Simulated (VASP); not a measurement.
Wanted: the native input for a VASP 6.6.1 run.

```yaml
Task: single point
Functional: PBE
Potentials_or_basis: VASP PAW PBE potentials, release 64 (Ni, O)
Cutoff: 520 eV
k_mesh: 8 × 8 × 8
Occupations: gaussian, width 0.1 eV
Spin: collinear spin, ferromagnetic start
Starting_moments: "[2.0, 0.0] μB"
Hubbard_terms: Ni d U = 6.2 eV
Dipole_correction: no
Further_INCAR_settings: ALGO = Normal; EDIFF = 1e-06; NBANDS = 19
```

The structure of NiO lies in POSCAR:

```
NiO
1.0
    0.0000000000      2.0913100000      2.0913100000
    2.0913100000      0.0000000000      2.0913100000
    2.0913100000      2.0913100000      0.0000000000
Ni O
1 1
Direct
    0.0000000000      0.0000000000      0.0000000000
    0.5000000000      0.5000000000      0.5000000000
```

These files were run (other wordings do the same):

INCAR

```
SYSTEM = NiO
  PREC = Accurate
  ENCUT = 520
  EDIFF = 1E-6
  ISMEAR = 0
  SIGMA = 0.1
  LREAL = .FALSE.
  LASPH = .TRUE.
  NELM = 150
  ALGO = Normal
  ISIF = 2
  LWAVE = .FALSE.
  LCHARG = .TRUE.
  ISPIN = 2
  MAGMOM = 2 0
  LORBIT = 11
  LMAXMIX = 4
  LDAU = .TRUE.
  LDAUTYPE = 2
  LDAUL = 2 -1
  LDAUU = 6.2 0
  LDAUJ = 0 0
  LDAUPRINT = 1
  GGA = PE
  LELF = .TRUE.
  LVHAR = .TRUE.
  NBANDS = 19
```

KPOINTS

```
Automatic mesh
0
G
  8 8 8
  0 0 0
```

Potentials or basis: VASP PAW PBE potentials, release 64 (Ni, O).

Command:

```bash
$ cat potpaw_PBE.64/Ni/POTCAR potpaw_PBE.64/O/POTCAR > POTCAR
$ mpirun -np 1 vasp_std > vasp.out
```

It gave:

The pressure is 1.9 GPa, the band gap on the k mesh is 2.53 eV, indirect (least direct gap 3.37 eV) and the net moment is 2.00 μB per cell. The site moments are Ni +1.82; O +0.17 μB. The valence electrons inside the program's atomic spheres are Ni 8.99; O 5.03.

Caveat: a cell with one magnetic atom can't hold antiferromagnetic order, which such compounds often take.

Run time: 21 s on 1 thread of Intel(R) Xeon(R) Platinum 8488C (Sapphire Rapids) (shared host), peak memory 0.16 GiB.
